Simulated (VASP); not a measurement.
# W (Im-3m) in VASP: notebook

The runs below take W through single point, relaxation of cell and atoms, with PBE.

All numbers are computed with VASP 6.6.1; they aren't measurements. Logs are shortened: lines on timing, memory, paths and dates and some standing lists are left out, and cuts for length are marked.

## Step 1: The cell of the first run

Symmetry: Im-3m, No. 229, cubic system. Conventional cell: a = 2.683 Å, b = 2.683 Å, c = 2.683 Å, α = 90.00°, β = 90.00°, γ = 90.00°. Within 3.1 Å of W (site symmetry m-3m) lie 14 W at 2.32 to 2.68 Å.

## Step 2: Single point, PBE

The input, INCAR:

```
SYSTEM = W
ALGO = Normal
EDIFF = 1E-6
ENCUT = 520
GGA = PE
ISIF = 2
ISMEAR = -1
LASPH = .TRUE.
LCHARG = .FALSE.
LREAL = .FALSE.
LWAVE = .FALSE.
NBANDS = 13
NELM = 100
PREC = Accurate
SIGMA = 0.05
```

The input, KPOINTS:

```
k-points
0
G
  20 20 20
  0 0 0
```

The input, POSCAR:

```
W
1.0
   -1.3413261505      1.3413261505      1.3413261505
    1.3413261505     -1.3413261505      1.3413261505
    1.3413261505      1.3413261505     -1.3413261505
W
1
Direct
    0.0000000000      0.0000000000      0.0000000000
```

Potentials or basis: VASP PAW PBE potentials, release 64 (W_sv).

Launch:

```bash
cat potpaw_PBE.64/W_sv/POTCAR > POTCAR
mpirun -np 1 vasp_std > vasp.out
```

OUTCAR:

```text
SYSTEM = W
   EDIFF = 1E-6
   ENCUT = 520
   GGA = PE
   ISIF = 2
   ISMEAR = -1
   LASPH = .TRUE.
   LREAL = .FALSE.
   NELM = 100
   PREC = Accurate

 ion  position               nearest neighbor table
   1  0.000  0.000  0.000-

  LATTYP: Found a body centered cubic cell.
 ALAT       =     2.6826523010

  Lattice vectors:

 A1 = (  -1.3413261505,   1.3413261505,   1.3413261505)
 A2 = (   1.3413261505,  -1.3413261505,   1.3413261505)
 A3 = (   1.3413261505,   1.3413261505,  -1.3413261505)

Analysis of symmetry for initial positions (statically):
=====================================================================
 Subroutine PRICEL returns:
 Original cell was already a primitive cell.

 Routine SETGRP: Setting up the symmetry group for a
 body centered cubic supercell.

 Subroutine GETGRP returns: Found 48 space group operations
 (whereof 48 operations were pure point group operations)
 out of a pool of 48 trial point group operations.

The static configuration has the point symmetry O_h .

Analysis of symmetry for dynamics (positions and initial velocities):
=====================================================================
 Subroutine PRICEL returns:
 Original cell was already a primitive cell.

 Routine SETGRP: Setting up the symmetry group for a
 body centered cubic supercell.

 Subroutine GETGRP returns: Found 48 space group operations
 (whereof 48 operations were pure point group operations)
 out of a pool of 48 trial point group operations.

The dynamic configuration has the point symmetry O_h .

 Subroutine INISYM returns: Found 48 space group operations
 (whereof 48 operations are pure point group operations),
 and found     1 'primitive' translations

----------------------------------------------------------------------------------------

                                     Primitive cell

  volume of cell :       9.6530

  direct lattice vectors                    reciprocal lattice vectors
    -1.341326151  1.341326151  1.341326151     0.000000000  0.372765416  0.372765416
     1.341326151 -1.341326151  1.341326151     0.372765416  0.000000000  0.372765416
     1.341326151  1.341326151 -1.341326151     0.372765416  0.372765416  0.000000000

  length of vectors
     2.323245042  2.323245042  2.323245042     0.527169906  0.527169906  0.527169906

[... 83 lines left out ...]
   NFREE  =      0    steps in history (QN), initial steepest desc. (CG)
   ISIF   =      2    stress and relaxation
   ISYM   =      2    0-nonsym 1-usesym 2-fastsym
   POTIM  = 0.5000    time-step for ionic-motion
   TEBEG  =    0.0;   TEEND  =   0.0 temperature during run
   PSTRESS=    0.0 pullay stress
   NELECT =      14.0000    total number of electrons
   NUPDOWN=      -1.0000    fix difference up-down
   EMIN   =  10.00;   EMAX   =-10.00  energy-range for DOS
   EFERMI =   0.00;   METHOD = LEGACY
   ISMEAR =    -1;   SIGMA  =   0.05  broadening in eV -4-tet -1-fermi 0-gaus
   EFERMI_NEDOS =   21; number of points for ismear=-14 and -15
   IALGO  =     38    algorithm
   IMIX   =      4    mixing-type and parameters
     AMIX     =   0.40;   BMIX     =  1.00
     AMIX_MAG =   1.60;   BMIX_MAG =  1.00
  volume/ion in A,a.u.               =       9.65        65.14
  Fermi-wavevector in a.u.,A,eV,Ry     =   1.853090  3.501832 46.721612  3.433942
  Thomas-Fermi vector in A             =   2.902700
   LORBIT       =      0    0 simple, 1 ext, 2 COOP (PROOUT), +10 PAW based schemes
   GGA     = PE    functional components
   LHFCALC =     F    Hartree Fock is set to
   AEXX    =    0.0000 exact exchange contribution
   IVDW    =     0    specifies the selected vdW correction
   LEPSILON=     F    determine dielectric tensor
   LRPA    =     F    only Hartree local field effects (RPA)
 non-spin polarized calculation
  energy-cutoff  :      520.00
  volume of cell :        9.65
 maximum number of plane-waves:       276
 NGX is ok and might be reduce to    18
   NGX =  9   NGY =  9   NGZ =  9

 number of electron      14.0000001 magnetization

 Free energy of the ion-electron system (eV)
  ---------------------------------------------------
  ext. energy  EPLUGINS =         0.00000000
  ---------------------------------------------------
  free energy    TOTEN  =        -7.05424823 eV

  energy without entropy =       -7.04968806  energy(sigma->0) =       -7.05196814

 E-fermi :  20.5339     XC(G=0): -16.6900

 val. band max:       20.5082568067   @ k =  -0.3500   0.3500   0.2000
 cond. band min:      20.5472210957   @ k =  -0.3500   0.3500   0.2500
 fundamental gap:      0.0389642890
 Fermi energy:        20.5339088718

 k-point     1 :       0.0000    0.0000    0.0000
  band No.  band energies     occupation
      1     -54.4157      2.00000
      2     -15.9741      2.00000
      3     -15.9741      2.00000
      4     -15.9741      2.00000
      5       8.5859      2.00000
      6      17.5727      2.00000
      7      17.5727      2.00000
      8      17.5727      2.00000
      9      23.4382      0.00000
     10      23.4382      0.00000
     11      35.4080      0.00000
     12      35.4080      0.00000
     13      35.4080      0.00000
[... 354 lines left out ...]
  band No.  band energies     occupation
      1     -53.7261      2.00000
      2     -19.8846      2.00000
      3     -17.2466      2.00000
      4     -16.2621      2.00000
      5      11.8332      2.00000
      6      14.5513      2.00000
      7      17.9466      2.00000
      8      22.2936      0.00000
      9      25.0393      0.00000
     10      26.2945      0.00000
     11      37.6853      0.00000
     12      42.5318      0.00000
     13      45.3348      0.00000

 [... further k-points ...]

------------------------ aborting loop because EDIFF is reached ----------------------------------------

  FORCE on cell =-STRESS in cart. coord.  units (eV):
  Direction    XX          YY          ZZ          XY          YZ          ZX
  --------------------------------------------------------------------------------------
  -------------------------------------------------------------------------------------
  Total       26.9748230     26.9748230     26.9748230      0.0000000      0.0000000      0.0000000
  in kB     4477.1950992   4477.1950992   4477.1950992      0.0000000      0.0000000      0.0000000
  external PRESSURE =    4477.1950992 kB  Pullay stress =       0.0000000 kB

 VOLUME and BASIS-vectors are now :
 -----------------------------------------------------------------------------
  energy-cutoff  :      520.00
  volume of cell :        9.65
      direct lattice vectors                 reciprocal lattice vectors
    -1.341326151  1.341326151  1.341326151     0.000000000  0.372765416  0.372765416
     1.341326151 -1.341326151  1.341326151     0.372765416  0.000000000  0.372765416
     1.341326151  1.341326151 -1.341326151     0.372765416  0.372765416  0.000000000

 POSITION                                       TOTAL-FORCE (eV/Angst)
 -----------------------------------------------------------------------------------
      0.00000      0.00000      0.00000         0.000000     -0.000000     -0.000000
 -----------------------------------------------------------------------------------
    total drift:                                0.000000      0.000000      0.000000

  FREE ENERGIE OF THE ION-ELECTRON SYSTEM (eV)
  ---------------------------------------------------
  free  energy   TOTEN  =        -7.0542482258 eV

  energy  without entropy=       -7.0496880592  energy(sigma->0) =       -7.05196814
```

OSZICAR:

```text
N       E                     dE             d eps       ncg     rms          rms(c)
DAV:   1     0.839055251718E+02    0.83906E+02   -0.72624E+03  6767   0.132E+03
DAV:   2    -0.627433971112E+01   -0.90180E+02   -0.86495E+02  7266   0.327E+02
DAV:   3    -0.751062714165E+01   -0.12363E+01   -0.12332E+01  7411   0.366E+01
DAV:   4    -0.751295746090E+01   -0.23303E-02   -0.23303E-02  7651   0.174E+00
DAV:   5    -0.751296525289E+01   -0.77920E-05   -0.77944E-05  7496   0.942E-02    0.526E+01
DAV:   6    -0.720447056651E+01    0.30849E+00   -0.70084E-02  7081   0.389E+00    0.286E+01
DAV:   7    -0.705581553843E+01    0.14866E+00   -0.82999E-02  7076   0.400E+00    0.373E-01
DAV:   8    -0.705423678483E+01    0.15788E-02   -0.31952E-03  6936   0.845E-01    0.127E-01
DAV:   9    -0.705424014482E+01   -0.33600E-05   -0.56003E-05  8056   0.104E-01    0.215E-02
DAV:  10    -0.705424845450E+01   -0.83097E-05   -0.34820E-06  7071   0.238E-02    0.105E-02
DAV:  11    -0.705424822581E+01    0.22869E-06   -0.45695E-08  3913   0.253E-03
   1 F= -.70542482E+01 E0= -.70519681E+01  d E =-.456017E-02
```

stdout:

```text
POSCAR found type information on POSCAR W
 POSCAR found :  1 types and       1 ions
 scaLAPACK will be used
 LDA part: xc-table for (Slater+PW92), standard interpolation
 POSCAR, INCAR and KPOINTS ok, starting setup
 FFT: planning ... GRIDC
 FFT: planning ... GRID_SOFT
 FFT: planning ... GRID
 WAVECAR not read
 entering main loop
```

It took 12 s on 1 thread of Intel Xeon 6975P-C (Granite Rapids), shared host; peak memory 0.14 GiB.

What came out:

```
Free energy            : -7.0542 eV
Pressure               : 447.7 GPa
Band gap on the k mesh : zero (band 7 reaches 29.88 eV, above the bottom of band 8 at 17.57 eV)
```

Caveat: spin-orbit coupling is left out, which moves the levels of the heavy elements.

## Step 3: Single point, PBE

The input, INCAR:

```
PREC = Accurate
ENCUT = 520
EDIFF = 1E-6
ISMEAR = -1
SIGMA = 0.05
LREAL = False
LASPH = True
NELM = 60
ALGO = Normal
ISIF = 2
LWAVE = False
LCHARG = False
GGA = PE
NBANDS = 13
```

The input, KPOINTS:

```
regular mesh
0
Gamma
  20 20 20
```

The input, POSCAR:

```
W
1.0
   -1.3421465761      1.3421465761      1.3421465761
    1.3421465761     -1.3421465761      1.3421465761
    1.3421465761      1.3421465761     -1.3421465761
W
1
Direct
    0.0000000000      0.0000000000      0.0000000000
```

Potentials or basis: VASP PAW PBE potentials, release 64 (W_sv).

Launch:

```bash
cat potpaw_PBE.64/W_sv/POTCAR > POTCAR
mpirun -np 1 vasp_std > vasp.out
```

OUTCAR:

```text
PREC = Accurate
   ENCUT = 520
   EDIFF = 1E-6
   ISMEAR = -1
   LREAL = False
   LASPH = True
   NELM = 60
   ISIF = 2
   GGA = PE

 ion  position               nearest neighbor table
   1  0.000  0.000  0.000-

  LATTYP: Found a body centered cubic cell.
 ALAT       =     2.6842931522

  Lattice vectors:

 A1 = (  -1.3421465761,   1.3421465761,   1.3421465761)
 A2 = (   1.3421465761,  -1.3421465761,   1.3421465761)
[... 561 lines left out ...]
     11      37.6328      0.00000
     12      42.4709      0.00000
     13      45.2692      0.00000

 [... further k-points ...]

------------------------ aborting loop because EDIFF is reached ----------------------------------------

  FORCE on cell =-STRESS in cart. coord.  units (eV):
  Direction    XX          YY          ZZ          XY          YZ          ZX
  --------------------------------------------------------------------------------------
  -------------------------------------------------------------------------------------
  Total       26.8250058     26.8250058     26.8250058     -0.0000000      0.0000000      0.0000000
  in kB     4444.1690726   4444.1690726   4444.1690726     -0.0000000      0.0000000      0.0000000
  external PRESSURE =    4444.1690726 kB  Pullay stress =       0.0000000 kB

 VOLUME and BASIS-vectors are now :
 -----------------------------------------------------------------------------
  energy-cutoff  :      520.00
  volume of cell :        9.67
      direct lattice vectors                 reciprocal lattice vectors
    -1.342146576  1.342146576  1.342146576     0.000000000  0.372537552  0.372537552
     1.342146576 -1.342146576  1.342146576     0.372537552  0.000000000  0.372537552
     1.342146576  1.342146576 -1.342146576     0.372537552  0.372537552  0.000000000

 POSITION                                       TOTAL-FORCE (eV/Angst)
 -----------------------------------------------------------------------------------
      0.00000      0.00000      0.00000        -0.000000     -0.000000     -0.000000
 -----------------------------------------------------------------------------------
    total drift:                                0.000000      0.000000      0.000000

  FREE ENERGIE OF THE ION-ELECTRON SYSTEM (eV)
  ---------------------------------------------------
  free  energy   TOTEN  =        -7.1036185375 eV

  energy  without entropy=       -7.0990180439  energy(sigma->0) =       -7.10131829
```

OSZICAR:

```text
N       E                     dE             d eps       ncg     rms          rms(c)
DAV:   1     0.842572965077E+02    0.84257E+02   -0.73839E+03  6796   0.132E+03
DAV:   2    -0.630771322824E+01   -0.90565E+02   -0.86662E+02  7276   0.327E+02
DAV:   3    -0.755911985766E+01   -0.12514E+01   -0.12487E+01  7466   0.364E+01
DAV:   4    -0.756149308826E+01   -0.23732E-02   -0.23732E-02  7531   0.174E+00
DAV:   5    -0.756150083407E+01   -0.77458E-05   -0.77466E-05  7591   0.939E-02    0.524E+01
DAV:   6    -0.725341346057E+01    0.30809E+00   -0.70619E-02  7091   0.391E+00    0.284E+01
DAV:   7    -0.710519697902E+01    0.14822E+00   -0.83400E-02  7086   0.401E+00    0.374E-01
DAV:   8    -0.710360649465E+01    0.15905E-02   -0.32263E-03  6901   0.849E-01    0.128E-01
DAV:   9    -0.710361050574E+01   -0.40111E-05   -0.55029E-05  8031   0.103E-01    0.216E-02
DAV:  10    -0.710361877450E+01   -0.82688E-05   -0.34711E-06  7066   0.238E-02    0.104E-02
DAV:  11    -0.710361853751E+01    0.23698E-06   -0.44680E-08  3943   0.250E-03
   1 F= -.71036185E+01 E0= -.71013183E+01  d E =-.460049E-02
```

stdout:

```text
POSCAR found type information on POSCAR W
 POSCAR found :  1 types and       1 ions
 scaLAPACK will be used
 LDA part: xc-table for (Slater+PW92), standard interpolation
 POSCAR, INCAR and KPOINTS ok, starting setup
 FFT: planning ... GRIDC
 FFT: planning ... GRID_SOFT
 FFT: planning ... GRID
 WAVECAR not read
 entering main loop
```

Run time: 11 s. Hardware: 1 thread of Intel Xeon 6975P-C (Granite Rapids), shared host; peak memory 0.14 GiB.

Results:

- Free energy: -7.1036 eV
- Pressure: 444.4 GPa
- Band gap on the k mesh: zero (band 7 reaches 29.82 eV, above the bottom of band 8 at 17.54 eV)

Caveat: spin-orbit coupling is left out, which moves the levels of the heavy elements.

## Step 4: Relaxation of cell and atoms, PBE, target pressure 430 GPa, at which the enthalpy is minimised

This run uses another cell than the first one, of 9.58 Å³/atom, 0.992 times its volume.

The input, INCAR:

```
ALGO = Normal
EDIFF = 1E-6
EDIFFG = -0.005
ENCUT = 600
GGA = PE
IBRION = 2
ISIF = 3
ISMEAR = -1
LASPH = T
LCHARG = F
LREAL = F
LWAVE = F
NELM = 60
NSW = 60
PREC = Accurate
PSTRESS = 4300.0
SIGMA = 0.05
```

The input, KPOINTS:

```
k-points
0
Gamma
  20 20 20
```

The input, POSCAR:

```
W
1.0
   -1.3377692912      1.3377692912      1.3377692912
    1.3377692912     -1.3377692912      1.3377692912
    1.3377692912      1.3377692912     -1.3377692912
W
1
Direct
    0.0000000000      0.0000000000      0.0000000000
```

Launch:

```bash
cat potpaw_PBE.64/W_sv/POTCAR > POTCAR
mpirun -np 1 vasp_std > vasp.out
```

Run time: 54 s. Hardware: 1 thread of Intel Xeon 6975P-C (Granite Rapids), shared host; peak memory 0.16 GiB.

Results (log left out):

```yaml
Free_energy: -7.3220 eV
Relaxed_volume: 9.75 Å³/atom
Relaxed_cell: a = 2.331 Å, b = 2.331 Å, c = 2.331 Å, α = 109.47°, β = 109.47°, γ = 109.47°
Space_group_after_relaxing_to_0.05_Å: Im-3m (No. 229)
Energy_change_on_relaxing_the_enthalpy_is_what_falls: -484.9 meV/atom
Ionic_steps: 12
Pressure_after_relaxing: 430.1 GPa
Band_gap_on_the_k_mesh: zero (band 7 reaches 29.55 eV, above the bottom of band 8 at 17.40 eV)
```

Step by step:
```
step  energy change (eV)  largest force (eV/Å)  pressure (GPa)  volume (Å³)
   1              0.0000                0.0000          462.40         9.58
   2             -4.9126                0.0000          131.73        12.52
   3             -0.5775                0.0000          423.92         9.79
   4             -0.4875                0.0000          429.79         9.75
   5             -0.4780                0.0000          430.44         9.75
   6             -0.4791                0.0000          430.45         9.75
   7             -0.4825                0.0000          430.20         9.75
   8             -0.4825                0.0000          430.17         9.75
   9             -0.4827                0.0000          430.16         9.75
  10             -0.4830                0.0000          430.15         9.75
  11             -0.4836                0.0000          430.12         9.75
  12             -0.4849                0.0000          430.08         9.75
```

Final structure:
```
W
1.0
    -1.34583    1.34583    1.34583
     1.34583   -1.34583    1.34583
     1.34583    1.34583   -1.34583
W
1
Direct
  0.00000 0.00000 0.00000
```

Levels at points of the mesh, in eV from the Fermi level:
```tsv
k point	band 5	band 6	band 7	band 8	band 9	band 10
(0.00, 0.00, 0.00)	-11.93	-2.92	-2.92	-2.92	2.89	2.89
(0.50, 0.00, 0.00)	-10.63	-7.27	3.52	4.11	5.18	11.49
(0.50, 0.50, 0.50)	-11.55	-11.55	9.23	9.23	9.23	13.50
```

Caveat: the cell is relaxed towards a set pressure, so the enthalpy falls and the energy may rise; spin-orbit coupling is left out, which moves the levels of the heavy elements.

## Step 5: Single point, PBE

The input, INCAR:

```
  PREC = Accurate
  ENCUT = 520
  EDIFF = 1E-6
  ISMEAR = -1
  SIGMA = 0.05
  LREAL = F
  LASPH = T
  NELM = 100
  ALGO = Normal
  ISIF = 2
  LWAVE = F
  LCHARG = F
  GGA = PE
  NBANDS = 13
```

The input, KPOINTS:

```
Automatic mesh
0
Gamma
  20 20 20
```

The input, POSCAR:

```
W
1.0
   -1.3413261505      1.3413261505      1.3413261505
    1.3413261505     -1.3413261505      1.3413261505
    1.3413261505      1.3413261505     -1.3413261505
W
1
Direct
    0.0000000000      0.0000000000      0.0000000000
```

Launch:

```bash
cat potpaw_PBE.64/W_sv/POTCAR > POTCAR
mpirun -np 1 vasp_std > vasp.out
```

Run time: 10 s. Hardware: 1 thread of Intel Xeon 6975P-C (Granite Rapids), shared host; peak memory 0.14 GiB.

The run converged. Its results:

```yaml
Free_energy: -7.0542 eV
Pressure: 447.7 GPa
Band_gap_on_the_k_mesh: zero (band 7 reaches 29.88 eV, above the bottom of band 8 at 17.57 eV)
```

Levels at points of the mesh, in eV from the Fermi level:
| k point | band 4 | band 5 | band 6 | band 7 | band 8 | band 9 | band 10 | band 11 |
| --- | --- | --- | --- | --- | --- | --- | --- | --- |
| (0.00, 0.00, 0.00) | -36.51 | -11.95 | -2.96 | -2.96 | -2.96 | 2.90 | 2.90 | 14.87 |
| (0.50, 0.00, 0.00) | -36.64 | -10.74 | -7.37 | 3.56 | 4.24 | 5.23 | 11.64 | 12.23 |
| (0.50, 0.50, 0.50) | -40.18 | -11.70 | -11.70 | 9.34 | 9.34 | 9.34 | 13.66 | 13.66 |

Caveat: spin-orbit coupling is left out, which moves the levels of the heavy elements.

## Step 6: Overview

```tsv
task	cell	cutoff (eV)	gap on the mesh (eV)	pressure (GPa)
single point	a = 2.323 Å, angles 109.5°, 1 atom	520	none	447.7
single point	a = 2.325 Å, angles 109.5°, 1 atom	520	none	444.4
relaxation of cell and atoms	relaxed to 430 GPa from a = 2.317 Å, angles 109.5°, 1 atom	600	none	430.1
```

Alike in all rows: level PBE; potentials or basis VASP PAW PBE potentials, release 64 (W_sv); no spin polarisation; k mesh 20 × 20 × 20; smearing fermi-dirac 0.05 eV.

Caveats: spin-orbit coupling is left out, which moves the levels of the heavy elements; the cell is relaxed towards a set pressure, so the enthalpy falls and the energy may rise (some runs).

Total energies depend on the potentials used, so only differences within one code and one set of settings carry meaning.
